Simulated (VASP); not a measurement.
# Li4F (P4/mmm) in VASP: further runs

Runs on Li4F. Level: PBE. Tasks: single point, relaxation of cell and atoms.

Program: VASP 6.6.1. These are calculated values, not measurements. Logs are shortened: lines on timing, memory, paths and dates and some standing lists are left out, and cuts for length are marked.

## Step 1: The cell of the first run

The structure is tetragonal, space group P4/mmm (No. 123). The conventional cell has a = 3.774 Å, b = 3.774 Å, c = 5.354 Å, α = 90.00°, β = 90.00°, γ = 90.00°. Li (site symmetry 2mm) has 2 F at 2.29 Å and 6 Li at 2.60 to 2.75 Å within 3.0 Å. Within 3.0 Å of F (site symmetry 4/mmm) lie 8 Li at 2.29 Å.

## Step 2: Single point, PBE (atoms taken out)

File INCAR:

```
PREC     = Accurate       # precision mode
ENCUT    = 520            # plane-wave cutoff, eV
EDIFF    = 1E-6           # SCF threshold, eV
ISMEAR   = 0              # smearing method
SIGMA    = 0.1            # smearing width, eV
LREAL    = False          # projectors in reciprocal space
LASPH    = True           # aspherical terms in the spheres
NELM     = 100            # most SCF steps
ALGO     = Normal         # electronic algorithm
ISIF     = 2              # what is computed and relaxed
LWAVE    = False          # write WAVECAR
LCHARG   = True           # write CHGCAR
GGA      = PE             # functional
LELF     = True           # ELF
LVHAR    = True         
NBANDS   = 18             # bands
```

File KPOINTS:

```
Automatic mesh
0
Gamma
  10 10 8
```

File POSCAR:

```
Li4F
1.0
    3.7738415566      0.0000000000      0.0000000000
    0.0000000000      3.7738415566      0.0000000000
    0.0000000000      0.0000000000      5.3540360854
Li F
4 1
Direct
    0.5000000000      0.0000000000      0.2428053191
    0.0000000000      0.5000000000      0.7571946809
    0.5000000000      0.0000000000      0.7571946809
    0.0000000000      0.5000000000      0.2428053191
    0.0000000000      0.0000000000      0.0000000000
```

Potentials or basis: VASP PAW PBE potentials, release 64 (Li_sv, F).

Command:

```
$ cat potpaw_PBE.64/Li_sv/POTCAR potpaw_PBE.64/F/POTCAR > POTCAR
$ mpirun -np 1 vasp_std > vasp.out
```

OUTCAR:

```text
PREC = Accurate
   ENCUT = 520
   EDIFF = 1E-6
   ISMEAR = 0
   LREAL = False
   LASPH = True
   NELM = 100
   ISIF = 2
   GGA = PE

 ion  position               nearest neighbor table
   1  0.500  0.000  0.243-   3 2.60
   2  0.000  0.500  0.757-   4 2.60
   3  0.500  0.000  0.757-   1 2.60
   4  0.000  0.500  0.243-   2 2.60
   5  0.000  0.000  0.000-

  LATTYP: Found a simple tetragonal cell.
 ALAT       =     3.7738415566
 C/A-ratio  =     1.4187230717

  Lattice vectors:

 A1 = (   3.7738415566,   0.0000000000,   0.0000000000)
 A2 = (   0.0000000000,   3.7738415566,   0.0000000000)
 A3 = (   0.0000000000,   0.0000000000,   5.3540360854)

Analysis of symmetry for initial positions (statically):
=====================================================================
 Subroutine PRICEL returns:
 Original cell was already a primitive cell.

 Routine SETGRP: Setting up the symmetry group for a
 simple tetragonal supercell.

 Subroutine GETGRP returns: Found 16 space group operations
 (whereof 16 operations were pure point group operations)
 out of a pool of 16 trial point group operations.

The static configuration has the point symmetry D_4h.

Analysis of symmetry for dynamics (positions and initial velocities):
=====================================================================
 Subroutine PRICEL returns:
 Original cell was already a primitive cell.

 Routine SETGRP: Setting up the symmetry group for a
 simple tetragonal supercell.

 Subroutine GETGRP returns: Found 16 space group operations
 (whereof 16 operations were pure point group operations)
 out of a pool of 16 trial point group operations.

The dynamic configuration has the point symmetry D_4h.

 Subroutine INISYM returns: Found 16 space group operations
 (whereof 16 operations are pure point group operations),
 and found     1 'primitive' translations

----------------------------------------------------------------------------------------

                                     Primitive cell

  volume of cell :      76.2515

  direct lattice vectors                    reciprocal lattice vectors
     3.773841557  0.000000000  0.000000000     0.264981978  0.000000000  0.000000000
     0.000000000  3.773841557  0.000000000     0.000000000  0.264981978  0.000000000
     0.000000000  0.000000000  5.354036085     0.000000000  0.000000000  0.186774983

  length of vectors
     3.773841557  3.773841557  5.354036085     0.264981978  0.264981978  0.186774983

  position of ions in fractional coordinates (direct lattice)
     0.500000000  0.000000000  0.242805319
     0.000000000  0.500000000  0.757194681
     0.500000000  0.000000000  0.757194681
     0.000000000  0.500000000  0.242805319
     0.000000000  0.000000000  0.000000000

  ion indices of the primitive-cell ions
   primitive index   ion index
                 1           1
                 2           2
                 3           3
                 4           4
                 5           5

----------------------------------------------------------------------------------------

 KPOINTS: Automatic mesh

Automatic generation of k-mesh.
 Grid dimensions read from file:
 generate k-points for:   10   10    8

 Generating k-lattice:

  Cartesian coordinates                     Fractional coordinates (reciprocal lattice)
     0.026498198  0.000000000  0.000000000     0.100000000  0.000000000  0.000000000
     0.000000000  0.026498198  0.000000000     0.000000000  0.100000000  0.000000000
     0.000000000  0.000000000  0.023346873     0.000000000  0.000000000  0.125000000

  Length of vectors
     0.026498198  0.026498198  0.023346873

  Shift w.r.t. Gamma in fractional coordinates (k-lattice)
     0.000000000  0.000000000  0.000000000

 Subroutine IBZKPT returns following result:
 ===========================================

 Found    105 irreducible k-points:

 Following reciprocal coordinates:
            Coordinates               Weight
  0.000000  0.000000  0.000000      1.000000
  0.100000  0.000000  0.000000      4.000000
  0.200000  0.000000  0.000000      4.000000
  0.300000  0.000000  0.000000      4.000000
  0.400000  0.000000  0.000000      4.000000
  0.500000  0.000000  0.000000      2.000000
[... 16 lines left out ...]
  0.100000  0.000000  0.125000      8.000000
  0.200000  0.000000  0.125000      8.000000
 [... further k-points ...]
   k-points           NKPTS =    105   k-points in BZ     NKDIM =    105   number of bands    NBANDS=     18
   number of dos      NEDOS =    301   number of ions     NIONS =      5
   total plane-waves  NPLWV =  31360
   dimension x,y,z NGX =    28 NGY =   28 NGZ =   40
   dimension x,y,z NGXF=    56 NGYF=   56 NGZF=   80
   ions per type =               4   1
   NGX,Y,Z   is equivalent  to a cutoff of  12.33, 12.33, 12.42 a.u.
   NGXF,Y,Z  is equivalent  to a cutoff of  24.67, 24.67, 24.84 a.u.
 SYSTEM =  unknown system
   PREC   = accura    normal or accurate (medium, high low for compatibility)
   ISTART =      0    job   : 0-new  1-cont  2-samecut
   ICHARG =      2    charge: 1-file 2-atom 10-const
   ISPIN  =      1    spin polarized calculation?
   LNONCOLLINEAR =      F non collinear calculations
   LSORBIT =      F    spin-orbit coupling
   LASPH  =      T    aspherical Exc in radial PAW
   ENCUT  =  520.0 eV  38.22 Ry    6.18 a.u.   7.02  7.02  9.95*2*pi/ulx,y,z
   NELM   =    100;   NELMIN=  2; NELMDL= -5     # of ELM steps
   EDIFF  = 0.1E-05   stopping-criterion for ELM
   LREAL  =      F    real-space projection
   EDIFFG = 0.1E-04   stopping-criterion for IOM
   NSW    =      0    number of steps for IOM
   IBRION =     -1    ionic relax: 0-MD 1-quasi-New 2-CG
   NFREE  =      0    steps in history (QN), initial steepest desc. (CG)
   ISIF   =      2    stress and relaxation
   ISYM   =      2    0-nonsym 1-usesym 2-fastsym
   POTIM  = 0.5000    time-step for ionic-motion
   TEBEG  =    0.0;   TEEND  =   0.0 temperature during run
   PSTRESS=    0.0 pullay stress
   NELECT =      19.0000    total number of electrons
   NUPDOWN=      -1.0000    fix difference up-down
   EMIN   =  10.00;   EMAX   =-10.00  energy-range for DOS
   EFERMI =   0.00;   METHOD = LEGACY
   ISMEAR =     0;   SIGMA  =   0.10  broadening in eV -4-tet -1-fermi 0-gaus
   EFERMI_NEDOS =   21; number of points for ismear=-14 and -15
   IALGO  =     38    algorithm
   IMIX   =      4    mixing-type and parameters
     AMIX     =   0.40;   BMIX     =  1.00
     AMIX_MAG =   1.60;   BMIX_MAG =  1.00
  volume/ion in A,a.u.               =      15.25       102.91
  Fermi-wavevector in a.u.,A,eV,Ry     =   1.030172  1.946743 14.439248  1.061255
  Thomas-Fermi vector in A             =   2.164257
   LORBIT       =      0    0 simple, 1 ext, 2 COOP (PROOUT), +10 PAW based schemes
   GGA     = PE    functional components
   LHFCALC =     F    Hartree Fock is set to
   AEXX    =    0.0000 exact exchange contribution
   IVDW    =     0    specifies the selected vdW correction
   LEPSILON=     F    determine dielectric tensor
   LRPA    =     F    only Hartree local field effects (RPA)
 non-spin polarized calculation
 Gauss-broadening in eV      SIGMA  =   0.10
  energy-cutoff  :      520.00
  volume of cell :       76.25
 maximum number of plane-waves:      2072
   NGX = 15   NGY = 15   NGZ = 19

 number of electron      18.9999991 magnetization

 Free energy of the ion-electron system (eV)
  ---------------------------------------------------
  ext. energy  EPLUGINS =         0.00000000
  ---------------------------------------------------
  free energy    TOTEN  =       -13.66655790 eV

  energy without entropy =      -13.65642695  energy(sigma->0) =      -13.66149243

 E-fermi :   2.0285     XC(G=0):  -7.7411

 val. band max:        2.0226061223   @ k =   0.5000   0.2000   0.3750
 cond. band min:       2.0378016482   @ k =   0.4000   0.1000   0.5000
 fundamental gap:      0.0151955260
 Fermi energy:         2.0285261268

 k-point     1 :       0.0000    0.0000    0.0000
  band No.  band energies     occupation
      1     -45.3577      2.00000
      2     -45.3295      2.00000
      3     -45.3046      2.00000
      4     -45.2804      2.00000
      5     -23.3011      2.00000
      6      -5.0215      2.00000
[... 10 lines left out ...]
     17       9.0754      0.00000
     18      10.2525      0.00000

 k-point     2 :       0.1000    0.0000    0.0000
  band No.  band energies     occupation
      1     -45.3564      2.00000
      2     -45.3283      2.00000
      3     -45.3058      2.00000
      4     -45.2817      2.00000
      5     -23.3005      2.00000
      6      -5.0245      2.00000
[... 10 lines left out ...]
     17       9.5857      0.00000
     18      10.5092      0.00000

 k-point     3 :       0.2000    0.0000    0.0000
  band No.  band energies     occupation
      1     -45.3525      2.00000
      2     -45.3248      2.00000
      3     -45.3094      2.00000
      4     -45.2851      2.00000
      5     -23.2982      2.00000
      6      -5.1417      2.00000
[... 10 lines left out ...]
     17      10.0731      0.00000
     18      11.4733      0.00000

 k-point     4 :       0.3000    0.0000    0.0000
  band No.  band energies     occupation
      1     -45.3464      2.00000
      2     -45.3192      2.00000
      3     -45.3151      2.00000
      4     -45.2904      2.00000
      5     -23.2953      2.00000
      6      -5.2874      2.00000
[... 375 lines left out ...]
      4     -45.2814      2.00000
      5     -23.3013      2.00000
      6      -5.0356      2.00000
[... 10 lines left out ...]
     17       9.1674      0.00000
     18      10.1725      0.00000

 k-point    23 :       0.1000    0.0000    0.1250
  band No.  band energies     occupation
      1     -45.3554      2.00000
      2     -45.3293      2.00000
      3     -45.3050      2.00000
      4     -45.2825      2.00000
      5     -23.3004      2.00000
      6      -5.0383      2.00000
[... 10 lines left out ...]
     17       9.6497      0.00000
     18      10.4413      0.00000

 k-point    24 :       0.2000    0.0000    0.1250
  band No.  band energies     occupation
      1     -45.3515      2.00000
      2     -45.3257      2.00000
      3     -45.3086      2.00000
      4     -45.2859      2.00000
      5     -23.2982      2.00000
      6      -5.1405      2.00000
[... 10 lines left out ...]
     17      10.0686      0.00000
     18      11.4676      0.00000

 [... further k-points ...]
[... 5 lines left out ...]
  --------------------------------------------------------------------------------------
  -------------------------------------------------------------------------------------
  Total       -0.0831901     -0.0831901     -0.0980672      0.0000000     -0.0000000      0.0000000
  in kB       -1.7479687     -1.7479687     -2.0605619      0.0000000     -0.0000000      0.0000000
  external PRESSURE =      -1.8521665 kB  Pullay stress =       0.0000000 kB

 VOLUME and BASIS-vectors are now :
 -----------------------------------------------------------------------------
  energy-cutoff  :      520.00
  volume of cell :       76.25
      direct lattice vectors                 reciprocal lattice vectors
     3.773841557  0.000000000  0.000000000     0.264981978  0.000000000  0.000000000
     0.000000000  3.773841557  0.000000000     0.000000000  0.264981978  0.000000000
     0.000000000  0.000000000  5.354036085     0.000000000  0.000000000  0.186774983

 POSITION                                       TOTAL-FORCE (eV/Angst)
 -----------------------------------------------------------------------------------
      1.88692      0.00000      1.29999         0.000000     -0.000000      0.001619
      0.00000      1.88692      4.05405         0.000000      0.000000     -0.001619
      1.88692      0.00000      4.05405         0.000000     -0.000000     -0.001619
      0.00000      1.88692      1.29999         0.000000      0.000000      0.001619
      0.00000      0.00000      0.00000         0.000000      0.000000     -0.000000
 -----------------------------------------------------------------------------------
    total drift:                                0.000000      0.000000     -0.000000

  FREE ENERGIE OF THE ION-ELECTRON SYSTEM (eV)
  ---------------------------------------------------
  free  energy   TOTEN  =       -13.6665579017 eV

  energy  without entropy=      -13.6564269491  energy(sigma->0) =      -13.66149243
```

Run time: 42 s. Hardware: 1 thread of AMD EPYC 9R45 (Zen 5), shared host; peak memory 0.22 GiB.

Results:

| Item | Value |
| --- | --- |
| Free energy | -13.6666 eV |
| Band gap on the k mesh | zero (an odd number of electrons rules out a gap without spin polarisation) |

Levels at points of the mesh, in eV from the Fermi level:
```tsv
k point	band 7	band 8	band 9	band 10	band 11	band 12	band 13	band 14
(0.00, 0.00, 0.00)	-6.99	-6.99	-3.26	-0.24	2.95	3.90	3.90	6.24
(0.50, 0.00, 0.00)	-7.08	-6.92	-1.35	-0.88	2.37	2.81	2.99	5.10
(0.50, 0.50, 0.00)	-7.27	-7.13	-1.35	0.41	2.33	2.33	2.73	4.97
(0.00, 0.00, 0.50)	-6.99	-6.99	-2.55	-1.43	4.08	4.08	5.37	5.51
(0.50, 0.00, 0.50)	-7.15	-6.92	-0.95	-0.20	0.33	1.85	6.14	6.21
(0.50, 0.50, 0.50)	-7.27	-7.19	-0.31	0.16	1.51	2.29	2.29	3.19
```

Caveat: the cell differs from its parent crystal (atoms taken out); the cutoff is under 1.25 times the usual one of these potentials, so pressure, stress and relaxed cells hold a basis-set (Pulay) error; an odd number of electrons without spin polarisation forces a metal; a magnetic or distorted state may lie lower.

[end of part 1 of 2]
